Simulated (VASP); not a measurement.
# Rb4ZnSb2 (P4/mmm) in VASP: further runs

The runs below take Rb4ZnSb2 through single point, with PBE.

Everything below comes from runs of VASP 6.6.1. Logs are shortened: lines on timing, memory, paths and dates and some standing lists are left out, and cuts for length are marked.

### 1 The cell of the first run

The structure is tetragonal, space group P4/mmm (No. 123). Conventional cell: a = 9.294 Å, b = 9.294 Å, c = 3.744 Å, α = 90.00°, β = 90.00°, γ = 90.00°. Within 4.5 Å of Rb (site symmetry m2m) lie 1 Zn at 3.41 Å and 4 Rb at 3.74 to 4.47 Å and 4 Sb at 3.78 Å. Within 4.5 Å of Zn (site symmetry 4/mmm) lie 4 Rb at 3.41 Å and 2 Zn at 3.74 Å. Sb (site symmetry mmm) has 2 Sb at 3.74 Å and 8 Rb at 3.78 Å within 4.9 Å.

### 2 Single point, PBE

Input file INCAR:

```
SYSTEM = Rb4ZnSb2
  ALGO = Normal
  EDIFF = 1E-6
  ENCUT = 520
  GGA = PE
  ISIF = 2
  ISMEAR = 0
  LASPH = .TRUE.
  LCHARG = .FALSE.
  LREAL = .FALSE.
  LWAVE = .FALSE.
  NBANDS = 38
  NELM = 100
  PREC = Accurate
  SIGMA = 0.1
```

Input file KPOINTS:

```
k-points
0
G
  4 4 10
  0 0 0
```

Input file POSCAR:

```
Rb4ZnSb2
1.0
    9.2937832356      0.0000000000      0.0000000000
    0.0000000000      9.2937832356      0.0000000000
    0.0000000000      0.0000000000      3.7436898252
Rb Zn Sb
4 1 2
Direct
    0.2594281140      0.2594281140      0.0000000000
    0.7405718860      0.2594281140      0.0000000000
    0.7405718860      0.7405718860      0.0000000000
    0.2594281140      0.7405718860      0.0000000000
    0.0000000000      0.0000000000      0.0000000000
    0.0000000000      0.5000000000      0.5000000000
    0.5000000000      0.0000000000      0.5000000000
```

Potentials or basis: VASP PAW PBE potentials, release 64 (Rb_sv, Zn, Sb).

Launch:

```
$ cat potpaw_PBE.64/Rb_sv/POTCAR potpaw_PBE.64/Zn/POTCAR potpaw_PBE.64/Sb/POTCAR > POTCAR
$ mpirun -np 1 vasp_std > vasp.out
```

OUTCAR:

```text
SYSTEM = Rb4ZnSb2
   EDIFF = 1E-6
   ENCUT = 520
   GGA = PE
   ISIF = 2
   ISMEAR = 0
   LASPH = .TRUE.
   LREAL = .FALSE.
   NELM = 100
   PREC = Accurate

 ion  position               nearest neighbor table
   1  0.259  0.259  0.000-   5 3.41   6 3.78   7 3.78   6 3.78   7 3.78   4 4.47   2 4.47   4 4.82
                             2 4.82
   2  0.741  0.259  0.000-   5 3.41   6 3.78   7 3.78   6 3.78   7 3.78   3 4.47   1 4.47   1 4.82
                             3 4.82
   3  0.741  0.741  0.000-   5 3.41   6 3.78   7 3.78   6 3.78   7 3.78   4 4.47   2 4.47   2 4.82
                             4 4.82
   4  0.259  0.741  0.000-   5 3.41   6 3.78   7 3.78   6 3.78   7 3.78   3 4.47   1 4.47   1 4.82
                             3 4.82
   5  0.000  0.000  0.000-   1 3.41   2 3.41   3 3.41   4 3.41
   6  0.000  0.500  0.500-   1 3.78   2 3.78   3 3.78   4 3.78   1 3.78   2 3.78   3 3.78   4 3.78

   7  0.500  0.000  0.500-   1 3.78   2 3.78   3 3.78   4 3.78   1 3.78   2 3.78   3 3.78   4 3.78

  LATTYP: Found a simple tetragonal cell.
 ALAT       =     9.2937832356
 C/A-ratio  =     0.4028165635

  Lattice vectors:

 A1 = (   9.2937832356,   0.0000000000,   0.0000000000)
 A2 = (   0.0000000000,   9.2937832356,   0.0000000000)
 A3 = (   0.0000000000,   0.0000000000,   3.7436898252)

Analysis of symmetry for initial positions (statically):
=====================================================================
 Subroutine PRICEL returns:
 Original cell was already a primitive cell.

 Routine SETGRP: Setting up the symmetry group for a
 simple tetragonal supercell.

 Subroutine GETGRP returns: Found 16 space group operations
 (whereof 16 operations were pure point group operations)
 out of a pool of 16 trial point group operations.

The static configuration has the point symmetry D_4h.

Analysis of symmetry for dynamics (positions and initial velocities):
=====================================================================
 Subroutine PRICEL returns:
 Original cell was already a primitive cell.

 Routine SETGRP: Setting up the symmetry group for a
 simple tetragonal supercell.

 Subroutine GETGRP returns: Found 16 space group operations
 (whereof 16 operations were pure point group operations)
 out of a pool of 16 trial point group operations.

The dynamic configuration has the point symmetry D_4h.

 Subroutine INISYM returns: Found 16 space group operations
 (whereof 16 operations are pure point group operations),
 and found     1 'primitive' translations

----------------------------------------------------------------------------------------

                                     Primitive cell

  volume of cell :     323.3590

  direct lattice vectors                    reciprocal lattice vectors
     9.293783236  0.000000000  0.000000000     0.107598808  0.000000000  0.000000000
     0.000000000  9.293783236  0.000000000     0.000000000  0.107598808  0.000000000
     0.000000000  0.000000000  3.743689825     0.000000000  0.000000000  0.267116147

  length of vectors
     9.293783236  9.293783236  3.743689825     0.107598808  0.107598808  0.267116147

  position of ions in fractional coordinates (direct lattice)
     0.259428114  0.259428114  0.000000000
     0.740571886  0.259428114  0.000000000
     0.740571886  0.740571886  0.000000000
     0.259428114  0.740571886  0.000000000
     0.000000000  0.000000000  0.000000000
     0.000000000  0.500000000  0.500000000
     0.500000000  0.000000000  0.500000000

  ion indices of the primitive-cell ions
   primitive index   ion index
                 1           1
                 2           2
                 3           3
                 4           4
                 5           5
                 6           6
                 7           7

----------------------------------------------------------------------------------------

 KPOINTS: k-points

Automatic generation of k-mesh.
 Grid dimensions read from file:
 generate k-points for:    4    4   10

 Generating k-lattice:

  Cartesian coordinates                     Fractional coordinates (reciprocal lattice)
     0.026899702  0.000000000  0.000000000     0.250000000  0.000000000  0.000000000
     0.000000000  0.026899702  0.000000000     0.000000000  0.250000000  0.000000000
     0.000000000  0.000000000  0.026711615     0.000000000  0.000000000  0.100000000

  Length of vectors
     0.026899702  0.026899702  0.026711615

  Shift w.r.t. Gamma in fractional coordinates (k-lattice)
     0.000000000  0.000000000  0.000000000

 Subroutine IBZKPT returns following result:
 ===========================================

 Found     36 irreducible k-points:

 Following reciprocal coordinates:
            Coordinates               Weight
  0.000000  0.000000  0.000000      1.000000
  0.250000  0.000000  0.000000      4.000000
  0.500000  0.000000  0.000000      2.000000
  0.250000  0.250000  0.000000      4.000000
  0.500000  0.250000  0.000000      4.000000
  0.500000  0.500000  0.000000      1.000000
[... 16 lines left out ...]
  0.500000  0.250000  0.300000      8.000000
  0.500000  0.500000  0.300000      2.000000
 [... further k-points ...]
   k-points           NKPTS =     36   k-points in BZ     NKDIM =     36   number of bands    NBANDS=     38
   number of dos      NEDOS =    301   number of ions     NIONS =      7
   total plane-waves  NPLWV = 137200
   dimension x,y,z NGX =    70 NGY =   70 NGZ =   28
   dimension x,y,z NGXF=   140 NGYF=  140 NGZF=   56
   ions per type =               4   1   2
   NGX,Y,Z   is equivalent  to a cutoff of  12.52, 12.52, 12.43 a.u.
   NGXF,Y,Z  is equivalent  to a cutoff of  25.04, 25.04, 24.87 a.u.
 SYSTEM =  Rb4ZnSb2
   PREC   = accura    normal or accurate (medium, high low for compatibility)
   ISTART =      0    job   : 0-new  1-cont  2-samecut
   ICHARG =      2    charge: 1-file 2-atom 10-const
   ISPIN  =      1    spin polarized calculation?
   LNONCOLLINEAR =      F non collinear calculations
   LSORBIT =      F    spin-orbit coupling
   LASPH  =      T    aspherical Exc in radial PAW
   ENCUT  =  520.0 eV  38.22 Ry    6.18 a.u.  17.28 17.28  6.96*2*pi/ulx,y,z
   NELM   =    100;   NELMIN=  2; NELMDL= -5     # of ELM steps
   EDIFF  = 0.1E-05   stopping-criterion for ELM
   LREAL  =      F    real-space projection
   EDIFFG = 0.1E-04   stopping-criterion for IOM
   NSW    =      0    number of steps for IOM
   IBRION =     -1    ionic relax: 0-MD 1-quasi-New 2-CG
   NFREE  =      0    steps in history (QN), initial steepest desc. (CG)
   ISIF   =      2    stress and relaxation
   ISYM   =      2    0-nonsym 1-usesym 2-fastsym
   POTIM  = 0.5000    time-step for ionic-motion
   TEBEG  =    0.0;   TEEND  =   0.0 temperature during run
   PSTRESS=    0.0 pullay stress
   NELECT =      58.0000    total number of electrons
   NUPDOWN=      -1.0000    fix difference up-down
   EMIN   =  10.00;   EMAX   =-10.00  energy-range for DOS
   EFERMI =   0.00;   METHOD = LEGACY
   ISMEAR =     0;   SIGMA  =   0.10  broadening in eV -4-tet -1-fermi 0-gaus
   EFERMI_NEDOS =   21; number of points for ismear=-14 and -15
   IALGO  =     38    algorithm
   IMIX   =      4    mixing-type and parameters
     AMIX     =   0.40;   BMIX     =  1.00
     AMIX_MAG =   1.60;   BMIX_MAG =  1.00
  volume/ion in A,a.u.               =      46.19       311.73
  Fermi-wavevector in a.u.,A,eV,Ry     =   0.923257  1.744702 11.597649  0.852403
  Thomas-Fermi vector in A             =   2.048874
   LORBIT       =      0    0 simple, 1 ext, 2 COOP (PROOUT), +10 PAW based schemes
   GGA     = PE    functional components
   LHFCALC =     F    Hartree Fock is set to
   AEXX    =    0.0000 exact exchange contribution
   IVDW    =     0    specifies the selected vdW correction
   LEPSILON=     F    determine dielectric tensor
   LRPA    =     F    only Hartree local field effects (RPA)
 non-spin polarized calculation
 Gauss-broadening in eV      SIGMA  =   0.10
  energy-cutoff  :      520.00
  volume of cell :      323.36
 maximum number of plane-waves:      8746
 NGX is ok and might be reduce to    70
   NGX = 35   NGY = 35   NGZ = 13

 number of electron      58.0000038 magnetization

 Free energy of the ion-electron system (eV)
  ---------------------------------------------------
  ext. energy  EPLUGINS =         0.00000000
  ---------------------------------------------------
  free energy    TOTEN  =       -13.77436192 eV

  energy without entropy =      -13.77209074  energy(sigma->0) =      -13.77322633

 E-fermi :   1.4878     XC(G=0):  -7.2149

 val. band max:        1.4036884950   @ k =   0.2500   0.0000   0.5000
 cond. band min:       1.4992213106   @ k =   0.0000   0.0000   0.5000
 fundamental gap:      0.0955328155
 Fermi energy:         1.4877779631

 k-point     1 :       0.0000    0.0000    0.0000
  band No.  band energies     occupation
      1     -26.4317      2.00000
      2     -26.4263      2.00000
      3     -26.4263      2.00000
      4     -26.4212      2.00000
      5     -10.7751      2.00000
      6     -10.6987      2.00000
[... 30 lines left out ...]
     37       4.7045      0.00000
     38       4.7045      0.00000

 k-point     2 :       0.2500    0.0000    0.0000
  band No.  band energies     occupation
      1     -26.4311      2.00000
      2     -26.4270      2.00000
      3     -26.4258      2.00000
      4     -26.4218      2.00000
      5     -10.7624      2.00000
      6     -10.7088      2.00000
[... 30 lines left out ...]
     37       4.5961      0.00000
     38       4.7809      0.00000

 k-point     3 :       0.5000    0.0000    0.0000
  band No.  band energies     occupation
      1     -26.4302      2.00000
      2     -26.4279      2.00000
      3     -26.4249      2.00000
      4     -26.4226      2.00000
      5     -10.7371      2.00000
      6     -10.7316      2.00000
[... 30 lines left out ...]
     37       4.4443      0.00000
[... 781 lines left out ...]
 k-point    23 :       0.5000    0.2500    0.3000
  band No.  band energies     occupation
      1     -26.3927      2.00000
      2     -26.3905      2.00000
      3     -26.3889      2.00000
      4     -26.3867      2.00000
      5     -10.7232      2.00000
      6     -10.7175      2.00000
[... 30 lines left out ...]
     37       5.2218      0.00000
     38       5.6098      0.00000

 k-point    24 :       0.5000    0.5000    0.3000
  band No.  band energies     occupation
      1     -26.3919      2.00000
      2     -26.3897      2.00000
      3     -26.3897      2.00000
      4     -26.3875      2.00000
      5     -10.7141      2.00000
      6     -10.7135      2.00000
[... 30 lines left out ...]
     37       5.0369      0.00000
     38       5.7543      0.00000

 [... further k-points ...]
[... 5 lines left out ...]
  --------------------------------------------------------------------------------------
  -------------------------------------------------------------------------------------
  Total        0.0415590      0.0415590      0.0965515      0.0000000     -0.0000000      0.0000000
  in kB        0.2059164      0.2059164      0.4783930      0.0000000     -0.0000000      0.0000000
  external PRESSURE =       0.2967419 kB  Pullay stress =       0.0000000 kB

 VOLUME and BASIS-vectors are now :
 -----------------------------------------------------------------------------
  energy-cutoff  :      520.00
  volume of cell :      323.36
      direct lattice vectors                 reciprocal lattice vectors
     9.293783236  0.000000000  0.000000000     0.107598808  0.000000000  0.000000000
     0.000000000  9.293783236  0.000000000     0.000000000  0.107598808  0.000000000
     0.000000000  0.000000000  3.743689825     0.000000000  0.000000000  0.267116147

 POSITION                                       TOTAL-FORCE (eV/Angst)
 -----------------------------------------------------------------------------------
      2.41107      2.41107      0.00000        -0.000395     -0.000395      0.000000
      6.88271      2.41107      0.00000         0.000395     -0.000395      0.000000
      6.88271      6.88271      0.00000         0.000395      0.000395      0.000000
      2.41107      6.88271      0.00000        -0.000395      0.000395     -0.000000
      0.00000      0.00000      0.00000         0.000000      0.000000      0.000000
      0.00000      4.64689      1.87184         0.000000      0.000000      0.000000
      4.64689      0.00000      1.87184         0.000000      0.000000      0.000000
 -----------------------------------------------------------------------------------
    total drift:                                0.000000     -0.000000      0.000000

  FREE ENERGIE OF THE ION-ELECTRON SYSTEM (eV)
  ---------------------------------------------------
  free  energy   TOTEN  =       -13.7743619183 eV

  energy  without entropy=      -13.7720907387  energy(sigma->0) =      -13.77322633
```

Wall time 9.4 min (1 thread of AMD EPYC 9R45 (Zen 5), shared host); peak memory 0.6 GiB.

Results:

| Item | Value |
| --- | --- |
| Free energy | -13.7744 eV |
| Pressure | 0.0 GPa |
| Band gap on the k mesh | zero (band 29 reaches 1.95 eV, above the bottom of band 30 at 0.84 eV) |

Levels at points of the mesh, in eV from the Fermi level:
| k point | band 26 | band 27 | band 28 | band 29 | band 30 | band 31 |
| --- | --- | --- | --- | --- | --- | --- |
| (0.00, 0.00, 0.00) | -1.84 | -0.82 | -0.82 | 0.02 | 1.27 | 1.27 |
| (0.50, 0.00, 0.00) | -1.42 | -1.37 | -1.07 | 0.22 | 0.94 | 1.33 |
| (0.50, 0.50, 0.00) | -1.24 | -0.82 | -0.82 | 0.35 | 0.35 | 0.80 |
| (0.00, 0.00, 0.50) | -1.87 | -0.58 | -0.58 | -0.13 | 0.01 | 0.01 |
| (0.50, 0.00, 0.50) | -2.06 | -0.59 | -0.40 | -0.37 | -0.24 | 0.45 |
| (0.50, 0.50, 0.50) | -2.13 | -0.65 | -0.58 | -0.38 | -0.21 | 0.92 |

Caveat: spin-orbit coupling is left out, which moves the levels of the heavy elements.

### 3 Single point, PBE

This run uses another cell than the first one, of 35.29 Å³/atom, 0.764 times its volume.

Input file INCAR:

```
PREC = Accurate
ENCUT = 520
EDIFF = 1E-7
ISMEAR = 0
SIGMA = 0.1
LREAL = False
LASPH = True
NELM = 100
ALGO = Normal
ISIF = 2
LWAVE = False
LCHARG = False
GGA = PE
NBANDS = 38
```

Input file KPOINTS:

```
Automatic mesh
0
Gamma
  2 2 4
```

Input file POSCAR:

```
Rb4ZnSb2
1.0
    7.5139037600      0.0000000000      0.0000000000
    0.0000000000      7.5139037600      0.0000000000
    0.0000000000      0.0000000000      4.3759950100
Rb Zn Sb
4 1 2
Direct
    0.2300000000      0.2300000000      0.0000000000
    0.7700000000      0.2300000000      0.0000000000
    0.7700000000      0.7700000000      0.0000000000
    0.2300000000      0.7700000000      0.0000000000
    0.0000000000      0.0000000000      0.0000000000
    0.0000000000      0.5000000000      0.5000000000
    0.5000000000      0.0000000000      0.5000000000
```

Potentials or basis: VASP PAW PBE potentials, release 64 (Rb_sv, Zn, Sb).

Launch:

```
$ cat potpaw_PBE.64/Rb_sv/POTCAR potpaw_PBE.64/Zn/POTCAR potpaw_PBE.64/Sb/POTCAR > POTCAR
$ mpirun -np 1 vasp_std > vasp.out
```

Wall time 2.1 min (1 thread of AMD EPYC 9R45 (Zen 5), shared host); peak memory 0.32 GiB.

Results (log left out):

```yaml
Free_energy: -7.5137 eV
Pressure: 11.6 GPa
Largest_force: 3.812 eV/Å
Band_gap_on_the_k_mesh: zero (band 29 reaches 2.71 eV, above the bottom of band 30 at 1.85 eV)
```

Forces on the atoms (eV/Å):
```
Rb   2.695  2.695  0.000
Rb  -2.695  2.695  0.000
Rb  -2.695 -2.695  0.000
Rb   2.695 -2.695  0.000
Zn   0.000  0.000  0.000
Sb   0.000  0.000  0.000
Sb   0.000  0.000  0.000
```

Stress tensor (GPa, compression positive):
```
16.48  0.00  0.00
 0.00 16.48  0.00
 0.00  0.00  1.90
```

Levels at points of the mesh, in eV from the Fermi level:
```tsv
k point	band 25	band 26	band 27	band 28	band 29	band 30	band 31	band 32	band 33	band 34
(0.00, 0.00, 0.00)	-1.35	-1.35	0.23	0.29	0.29	1.19	2.02	2.52	2.57	3.02
(0.50, 0.00, 0.00)	-0.84	-0.69	-0.55	-0.34	0.64	0.68	2.09	2.65	3.09	3.10
(0.50, 0.50, 0.00)	-1.26	-0.83	0.21	0.39	0.69	0.69	2.45	2.45	2.71	3.03
(0.00, 0.00, 0.50)	-1.54	-0.53	-0.53	-0.44	-0.09	0.07	0.07	2.30	2.30	3.14
(0.50, 0.00, 0.50)	-1.23	-1.18	-0.74	-0.31	-0.28	-0.16	0.78	2.03	3.36	3.41
(0.50, 0.50, 0.50)	-1.17	-1.17	-0.79	-0.52	-0.38	-0.12	1.57	3.11	3.42	3.42
```

Caveat: the k points lie up to 0.42 Å⁻¹ apart; spin-orbit coupling is left out, which moves the levels of the heavy elements; forces of over 1 eV/Å act on the atoms, so gaps and moduli don't describe the material at rest.
